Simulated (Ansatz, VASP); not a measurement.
**V in VASP and in Ansatz**

```
V
1.0
    -1.49574    1.49574    1.49574
     1.49574   -1.49574    1.49574
     1.49574    1.49574   -1.49574
V
1
Direct
  0.00000 0.00000 0.00000
```

Alike in both runs: task single point; functional PBE; k mesh 20 × 20 × 20; occupations gaussian, width 0.05 eV; collinear spin.

|  | VASP | Ansatz |
| --- | --- | --- |
| version | VASP 6.6.1 | Ansatz 0.2.0 |
| potentials or method | VASP PAW PBE potentials, release 64 (V_sv), cutoff 520 eV | scalar-relativistic, plane waves, PAW |
| valence electrons in the cell | 13 | 13 |

Ansatz gave:

| Item | Value |
| --- | --- |
| gap on the k mesh at the Fermi level (eV) | none |
| pressure (GPa) | 1.0 |
| net moment per atom (μB) | 0.00 |

Question: Which values does VASP return?

Answer: gap on the k mesh at the Fermi level (eV): none; pressure (GPa): 1.2; net moment per atom (μB): 0.00.

A gap of «none» marks a metal or a gap that the smearing closes. Ansatz's warnings: seeded moment not kept.
